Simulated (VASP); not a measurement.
Here is a VASP 6.6.1 calculation.

File INCAR:

```
SYSTEM = Au
PREC = Accurate ; ENCUT = 600
EDIFF = 1E-7 ; ISMEAR = -1
SIGMA = 0.05 ; LREAL = .False.
LASPH = .True. ; NELM = 80
ALGO = Normal ; ISIF = 3
LWAVE = .False. ; LCHARG = .False.
GGA = PE ; IVDW = 12
IBRION = 2 ; NSW = 60
EDIFFG = -0.01
```

File KPOINTS:

```
regular mesh
0
Gamma
  10 10 10
  0 0 0
```

The input POSCAR:

```
Au
1.0
    2.7484100000      0.0000000000      0.0000000000
    0.0000000000      2.7484100000      0.0000000000
    0.0000000000      0.0000000000      2.7484100000
Au
1
Direct
    0.5000000000      0.5000000000      0.5000000000
```

Potentials or basis: VASP PAW PBE potentials, release 64 (Au).

Launch:

```console
$ cat potpaw_PBE.64/Au/POTCAR > POTCAR
$ mpirun -np 1 vasp_std > vasp.out
```

(1) Estimate the relaxed volume.

(2) What does it give for the relaxed cell?

## Answers

(1) 19.98 Å³/atom.

(2) a = 2.714 Å, b = 2.714 Å, c = 2.714 Å, α = 90.00°, β = 90.00°, γ = 90.00°.

Caveat: pairwise dispersion overbinds metals, which lowers pressure and volume.
